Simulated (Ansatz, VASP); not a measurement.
## One calculation of MgO, two programs

File INCAR:

```
  PREC = Accurate
  ENCUT = 520
  EDIFF = 1E-8
  ISMEAR = -1
  SIGMA = 0.05
  LREAL = F
  LASPH = T
  NELM = 60
  ALGO = Normal
  ISIF = 2
  LWAVE = F
  LCHARG = F
  GGA = PE
  LEFG = T
  NBANDS = 11
```

KPOINTS

```
Automatic mesh
0
Gamma
  16 16 16
```

File POSCAR:

```
MgO
1.0
    0.0000000000      2.1686333687      2.1686333687
    2.1686333687      0.0000000000      2.1686333687
    2.1686333687      2.1686333687      0.0000000000
Mg O
1 1
Direct
    0.0000000000      0.0000000000      0.0000000000
    0.5000000000      0.5000000000      0.5000000000
```

Input for Ansatz:

```yaml
crystal:
  lattice:
    - [0.0, 2.1686333687, 2.1686333687]
    - [2.1686333687, 0.0, 2.1686333687]
    - [2.1686333687, 2.1686333687, 0.0]
  atoms:
    - { symbol: Mg, position: [0.0, 0.0, 0.0] }
    - { symbol: O, position: [0.5, 0.5, 0.5] }
kpoints:
  mp_grid: { grid: [16, 16, 16] }
scf:
  occupations: { method: fermi_dirac, width: 0.05 }
hamiltonian:
  xc: pbe
  pseudopotentials: { kind: paw }
output:
  forces: true
  stress: true
  eigenvalues: true
  efg: { contact_densities: true }
```

Change from the starting cell: volume scaled by 1.06, PAW files.

Alike in both runs: task electric field gradients; functional PBE; k mesh 16 × 16 × 16; occupations fermi-dirac, width 0.05 eV; no spin polarisation.

|  | VASP | Ansatz |
| --- | --- | --- |
| version | VASP 6.6.1 | Ansatz 0.2.0 |
| potentials or method | VASP PAW PBE potentials, release 64 (Mg, O) | PAW with Ansatz's default frozen-core files, scalar-relativistic |
| plane-wave cutoff (eV) | 520 | 420 |
| valence electrons in the cell | 8 | 16 |

|  | VASP | Ansatz | Ansatz less VASP |
| --- | --- | --- | --- |
| gap on the k mesh at the Fermi level (eV) | 3.92 | 3.94 | +0.020 |
| pressure (GPa) | -8.4 | -7.7 | +0.73 |

VASP's potentials hold 8 valence electrons a cell and Ansatz's 16, so a difference there can come from the potentials and not from the codes.
